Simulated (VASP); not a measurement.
# SnO2 in VASP: a series of runs, part 2 of 2

VASP 6.6.1.

### 5 Single point, PBEsol

INCAR reads:

```
SYSTEM = SnO2
  PREC = Accurate
  ENCUT = 520
  EDIFF = 1E-6
  ISMEAR = 0
  SIGMA = 0.01
  LREAL = .FALSE.
  LASPH = .TRUE.
  NELM = 100
  ALGO = Normal
  ISIF = 2
  LWAVE = .FALSE.
  LCHARG = .FALSE.
  GGA = PS
  NBANDS = 20
```

KPOINTS reads:

```
Automatic mesh
0
G
  6 6 6
  0 0 0
```

POSCAR reads:

```
SnO2
1.0
    1.6170930800      0.9336291200      4.8005925800
   -1.6170930800      0.9336291200      4.8005925800
    0.0000000000     -1.8672582400      4.8005925800
Sn O
1 2
Direct
    0.5000000007      0.5000000007      0.5000000007
    0.2402619682      0.2340780323      0.2371700002
    0.7628300005      0.7628300005      0.7628300005
```

Potentials or basis: VASP PAW PBE potentials, release 64 (Sn_d, O).

On the command line:

```bash
$ cat potpaw_PBE.64/Sn_d/POTCAR potpaw_PBE.64/O/POTCAR > POTCAR
$ mpirun -np 1 vasp_std > vasp.out
```

OUTCAR:

```text
SYSTEM = SnO2
   PREC = Accurate
   ENCUT = 520
   EDIFF = 1E-6
   ISMEAR = 0
   LREAL = .FALSE.
   LASPH = .TRUE.
   NELM = 100
   ISIF = 2
   GGA = PS

 ion  position               nearest neighbor table
   1  0.500  0.500  0.500-   2 2.12   3 2.13   3 2.13   3 2.13   2 2.13   2 2.13
   2  0.240  0.234  0.237-   1 2.12   1 2.13   1 2.13
   3  0.763  0.763  0.763-   1 2.13   1 2.13   1 2.13

  LATTYP: Found a trigonal (rhomboedric) cell.
 ALAT       =     5.1509554922
 COS(alpha) =     0.8028828377

  Lattice vectors:

[... 195 lines left out ...]
      6     -14.6959      2.00000
[... 541 lines left out ...]
     19      16.8428      0.00000
     20      17.0041      0.00000

 [... further k-points ...]
[... 5 lines left out ...]
  --------------------------------------------------------------------------------------
  -------------------------------------------------------------------------------------
  Total       -1.3874681     -1.3883198     -0.9772821     -0.0015727      0.0007842     -0.1030681
  in kB      -51.1184963    -51.1498760    -36.0060131     -0.0579417      0.0288923     -3.7973384
  external PRESSURE =     -46.0914618 kB  Pullay stress =       0.0000000 kB

 VOLUME and BASIS-vectors are now :
 -----------------------------------------------------------------------------
  energy-cutoff  :      520.00
  volume of cell :       43.49
      direct lattice vectors                 reciprocal lattice vectors
     1.617093080  0.933629120  4.800592580     0.309196797  0.178514855  0.069435872
    -1.617093080  0.933629120  4.800592580    -0.309196797  0.178514855  0.069435872
     0.000000000 -1.867258240  4.800592580     0.000000000 -0.357029709  0.069435872

 POSITION                                       TOTAL-FORCE (eV/Angst)
 -----------------------------------------------------------------------------------
      0.00000      0.00000      7.20089         0.064086     -0.001305     -0.001173
      0.01000      0.00000      3.41567        -0.084408      0.001063     -0.345756
      0.00000      0.00000     10.98611         0.020322      0.000242      0.346929
 -----------------------------------------------------------------------------------
    total drift:                               -0.000002      0.000000     -0.000001

  FREE ENERGIE OF THE ION-ELECTRON SYSTEM (eV)
  ---------------------------------------------------
  free  energy   TOTEN  =       -19.2961658617 eV

  energy  without entropy=      -19.2961658617  energy(sigma->0) =      -19.29616586
```

stdout:

```text
POSCAR found type information on POSCAR SnO
 POSCAR found :  2 types and       3 ions
 scaLAPACK will be used
 -----------------------------------------------------------------------------
|                                                                             |
|                                                                             |
|     You enforced a specific xc type in the INCAR file but a different       |
|     I HOPE YOU KNOW WHAT YOU ARE DOING!                                     |
|                                                                             |
 -----------------------------------------------------------------------------

 LDA part: xc-table for (Slater+PW92), standard interpolation
 POSCAR, INCAR and KPOINTS ok, starting setup
 FFT: planning ... GRIDC
 FFT: planning ... GRID_SOFT
 FFT: planning ... GRID
 WAVECAR not read
 entering main loop
```

It took 4.4 min on 1 thread of AMD EPYC 7R43 (Zen 3), shared host; peak memory 0.24 GiB.

What came out:

```
Free energy            : -19.2962 eV
Pressure               : -4.6 GPa
Largest force          : 0.356 eV/Å
Band gap on the k mesh : 1.84 eV, indirect (least direct gap 1.97 eV)
```

Forces in eV/Å, atoms in the order of the input:
```
Sn   0.064 -0.001 -0.001
O   -0.084  0.001 -0.346
O    0.020  0.000  0.347
```

Stress tensor (GPa, compression positive):
```
-5.11 -0.01 -0.38
-0.01 -5.11  0.00
-0.38  0.00 -3.60
```

Levels at points of the mesh, in eV from the valence-band top:
| k point | band 10 | band 11 | band 12 | band 13 | band 14 | band 15 | band 16 | band 17 |
| --- | --- | --- | --- | --- | --- | --- | --- | --- |
| (0.00, 0.00, 0.00) | -1.27 | -0.90 | -0.90 | -0.12 | 1.84 | 5.57 | 10.84 | 10.90 |
| (0.50, 0.00, 0.00) | -2.98 | -1.47 | -0.60 | -0.57 | 5.21 | 7.57 | 9.92 | 12.15 |
| (0.00, 0.50, 0.00) | -2.97 | -1.50 | -0.60 | -0.56 | 5.24 | 7.58 | 9.93 | 12.11 |
| (0.00, 0.00, 0.50) | -2.97 | -1.48 | -0.60 | -0.56 | 5.23 | 7.58 | 9.92 | 12.13 |
| (0.50, 0.50, 0.00) | -3.07 | -1.15 | -0.46 | -0.02 | 4.96 | 6.76 | 10.58 | 11.14 |
| (0.50, 0.00, 0.50) | -3.06 | -1.16 | -0.46 | -0.02 | 4.97 | 6.77 | 10.59 | 11.14 |
| (0.00, 0.50, 0.50) | -3.07 | -1.14 | -0.47 | -0.02 | 4.94 | 6.76 | 10.57 | 11.14 |
| (0.50, 0.50, 0.50) | -1.33 | -1.28 | -0.86 | -0.85 | 3.11 | 5.51 | 11.01 | 11.07 |

Caveat: the PAW data sets were made with another functional, which shifts forces and pressure a little; spin-orbit coupling is left out, which moves the levels of the heavy elements. A k mesh can miss the band edges.

### 6 Single point, PBEsol

INCAR reads:

```
SYSTEM = SnO2
PREC = Accurate
ENCUT = 520
EDIFF = 1E-7
ISMEAR = 0
SIGMA = 0.01
LREAL = .False.
LASPH = .True.
NELM = 80
ALGO = Normal
ISIF = 2
LWAVE = .False.
LCHARG = .False.
GGA = PS
NBANDS = 20
```

KPOINTS reads:

```
regular mesh
0
Gamma
  6 6 6
  0 0 0
```

POSCAR, as its differences from that of step 5:

```diff
@@ -9,3 +9,3 @@
     0.5000000007      0.5000000007      0.5000000007
-    0.2402619682      0.2340780323      0.2371700002
+    0.2433539362      0.2309860643      0.2371700002
     0.7628300005      0.7628300005      0.7628300005
```

Potentials or basis: VASP PAW PBE potentials, release 64 (Sn_d, O).

On the command line:

```bash
$ cat potpaw_PBE.64/Sn_d/POTCAR potpaw_PBE.64/O/POTCAR > POTCAR
$ mpirun -np 1 vasp_std > vasp.out
```

Run time: 5 min. Hardware: 1 thread of AMD EPYC 7R43 (Zen 3), shared host; peak memory 0.23 GiB.

The run converged. Its results:

```
Free energy            : -19.2949 eV
Pressure               : -4.6 GPa
Largest force          : 0.381 eV/Å
Band gap on the k mesh : 1.84 eV, indirect (least direct gap 1.97 eV)
```

Forces in eV/Å, atoms in the order of the input:
```
Sn   0.128 -0.005 -0.005
O   -0.169  0.004 -0.342
O    0.041  0.001  0.346
```

Stress tensor (GPa, compression positive):
```
-5.09 -0.01 -0.76
-0.01 -5.10  0.01
-0.76  0.01 -3.58
```

Levels at points of the mesh, in eV from the valence-band top:
```tsv
k point	band 9	band 10	band 11	band 12	band 13	band 14	band 15	band 16	band 17	band 18
(0.00, 0.00, 0.00)	-1.32	-1.25	-0.91	-0.90	-0.12	1.84	5.56	10.81	10.93	11.55
(0.50, 0.00, 0.00)	-4.20	-2.99	-1.45	-0.61	-0.58	5.19	7.56	9.91	12.17	12.54
(0.00, 0.50, 0.00)	-4.17	-2.96	-1.52	-0.60	-0.55	5.26	7.59	9.93	12.09	12.52
(0.00, 0.00, 0.50)	-4.19	-2.98	-1.48	-0.62	-0.55	5.22	7.57	9.92	12.13	12.54
(0.50, 0.50, 0.00)	-4.41	-3.07	-1.15	-0.47	-0.03	4.95	6.76	10.58	11.14	12.40
(0.50, 0.00, 0.50)	-4.40	-3.06	-1.18	-0.46	-0.03	4.98	6.78	10.60	11.14	12.38
(0.00, 0.50, 0.50)	-4.43	-3.08	-1.13	-0.47	-0.03	4.92	6.75	10.56	11.14	12.43
(0.50, 0.50, 0.50)	-1.39	-1.31	-1.28	-0.86	-0.85	3.11	5.51	10.98	11.10	11.96
```

Caveat: the PAW data sets were made with another functional, which shifts forces and pressure a little; spin-orbit coupling is left out, which moves the levels of the heavy elements. A k mesh can miss the band edges.
